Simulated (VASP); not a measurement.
Here is a VASP 6.6.1 calculation.

INCAR

```
ALGO = Normal
EDIFF = 1E-6
ENCUT = 520
GGA = PE
ISIF = 2
ISMEAR = 0
LASPH = True
LCHARG = False
LREAL = False
LWAVE = False
NBANDS = 26
NELM = 100
PREC = Accurate
SIGMA = 0.05
```

Contents of KPOINTS:

```
k-points
0
Gamma
  6 6 4
```

POSCAR

```
CdSe
1.0
    4.3000000000      0.0000000000      0.0000000000
   -2.1500000000      3.7239090000      0.0000000000
    0.0000000000      0.0000000000      7.0200000000
Cd Se
2 2
Direct
    0.3333333333      0.6666666667      0.0000000000
    0.6666666667      0.3333333333      0.5000000000
    0.3333333333      0.6666666667      0.3850000000
    0.6666666667      0.3333333333      0.8850000000
```

Potentials or basis: VASP PAW PBE potentials, release 64 (Cd, Se).

Launch:

```sh
$ cat potpaw_PBE.64/Cd/POTCAR potpaw_PBE.64/Se/POTCAR > POTCAR
$ mpirun -np 1 vasp_std > vasp.out
```

Task: What does it give for the pressure?

Result: 3.3 GPa.

Task: What does it give for the largest force?

Result: 0.292 eV/Å.

Task: What does it give for the band gap on the k mesh?

Result: 0.70 eV, direct.

Forces in eV/Å, atoms in the order of the input:
```
Cd   0.000  0.000  0.292
Cd   0.000  0.000  0.292
Se   0.000  0.000 -0.292
Se   0.000  0.000 -0.292
```
